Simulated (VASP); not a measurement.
A run of VASP 6.6.1:

File POSCAR:

```
Hf
1.0
    3.1328082611      0.0000000000      0.0000000000
   -1.5664041305      2.7130915393      0.0000000000
    0.0000000000      0.0000000000      4.9427197839
Hf
2
Direct
    0.3333333333      0.6666666667      0.2500000000
    0.6666666667      0.3333333333      0.7500000000
```

File INCAR.step1:

```
SYSTEM = Hf
ALGO     = Normal         ! electronic algorithm
EDIFF    = 1E-4           ! SCF threshold, eV
ENCUT    = 600            ! plane-wave cutoff, eV
GGA      = PE             ! functional
ISMEAR   = 0              ! smearing method
LASPH    = .True.         ! aspherical terms in the spheres
LCHARG   = .False.        ! write CHGCAR
LREAL    = .False.        ! projectors in reciprocal space
LWAVE    = .True.         ! write WAVECAR
NELM     = 100            ! most SCF steps
PREC     = Accurate       ! precision mode
SIGMA    = 0.1            ! smearing width, eV
```

INCAR.step2

```
SYSTEM = Hf
ALGO     = Normal         ! electronic algorithm
EDIFF    = 1E-6           ! SCF threshold, eV
EDIFFG   = -0.01          ! ionic threshold
ENCUT    = 600            ! plane-wave cutoff, eV
IBRION   = 2              ! ionic algorithm
ISIF     = 4              ! what is computed and relaxed
ISMEAR   = 0              ! smearing method
ISTART   = 1            
LASPH    = .True.         ! aspherical terms in the spheres
LCHARG   = .False.        ! write CHGCAR
LMIXTAU  = .True.       
LREAL    = .False.        ! projectors in reciprocal space
LWAVE    = .False.        ! write WAVECAR
METAGGA  = R2SCAN         ! meta-GGA
NELM     = 100            ! most SCF steps
NSW      = 50             ! ionic steps
PREC     = Accurate       ! precision mode
SIGMA    = 0.1            ! smearing width, eV
```

KPOINTS

```
k-points
0
Gamma
  15 15 8
  0 0 0
```

Potentials or basis: VASP PAW PBE potentials, release 64 (Hf_pv).

Run with:

```sh
$ cat potpaw_PBE.64/Hf_pv/POTCAR > POTCAR
$ cp INCAR.step1 INCAR
$ mpirun -np 1 vasp_std > vasp.out
$ cp INCAR.step2 INCAR
$ mpirun -np 1 vasp_std > vasp.out
```

Hardware: 1 thread of Intel(R) Xeon(R) 6975P-C (Granite Rapids), on a shared host.

Q: Estimate the wall time of this run.

A: Wall time 4 min on 1 thread of Intel(R) Xeon(R) 6975P-C (Granite Rapids) (shared host), peak memory 0.25 GiB. Counts: k points 135, ion steps 2.
